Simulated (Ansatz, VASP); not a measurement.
## ZnS: VASP beside Ansatz

Contents of INCAR:

```
SYSTEM = ZnS
PREC     = Accurate       ! precision mode
ENCUT    = 520            ! plane-wave cutoff, eV
EDIFF    = 1E-6           ! SCF threshold, eV
ISMEAR   = 0              ! smearing method
SIGMA    = 0.02           ! smearing width, eV
LREAL    = .False.        ! projectors in reciprocal space
LASPH    = .True.         ! aspherical terms in the spheres
NELM     = 80             ! most SCF steps
ALGO     = Normal         ! electronic algorithm
ISIF     = 2              ! what is computed and relaxed
LWAVE    = .False.        ! write WAVECAR
LCHARG   = .False.        ! write CHGCAR
GGA      = PE             ! functional
NBANDS   = 16             ! bands
```

The input KPOINTS:

```
regular mesh
0
Gamma
  10 10 10
  0 0 0
```

POSCAR

```
ZnS
1.0
    0.0000000000      2.6939894410      2.6939894410
    2.6939894410      0.0000000000      2.6939894410
    2.6939894410      2.6939894410      0.0000000000
Zn S
1 1
Direct
    0.2500000000      0.2500000000      0.2500000000
    0.0000000000      0.0000000000      0.0000000000
```

Input for Ansatz:

```yaml
crystal:
  lattice:
    - [0.0, 2.693989441, 2.693989441]
    - [2.693989441, 0.0, 2.693989441]
    - [2.693989441, 2.693989441, 0.0]
  atoms:
    - { symbol: Zn, position: [0.25, 0.25, 0.25] }
    - { symbol: S, position: [0.0, 0.0, 0.0] }
basis:
  ecutwfc: 420
kpoints:
  mp_grid: { grid: [10, 10, 10] }
hamiltonian:
  xc: pbe
scf:
  occupations: { method: gaussian, width: 0.02 }
output:
  forces: true
  stress: true
  eigenvalues: true
```

Alike in both runs: task single point; functional PBE; k mesh 10 × 10 × 10; occupations gaussian, width 0.02 eV; no spin polarisation.

|  | VASP | Ansatz |
| --- | --- | --- |
| version | VASP 6.6.1 | Ansatz 0.2.0 |
| potentials or method | VASP PAW PBE potentials, release 64 (Zn, S), cutoff 520 eV | scalar-relativistic, plane waves, PAW |
| valence electrons in the cell | 18 | 18 |

|  | VASP | Ansatz | Ansatz less VASP |
| --- | --- | --- | --- |
| gap on the k mesh at the Fermi level (eV) | 2.15 | 2.15 | -0.005 |
| least direct gap on the mesh (eV) | 2.15 | 2.15 | -0.005 |
| pressure (GPa) | 2.5 | 2.3 | -0.17 |
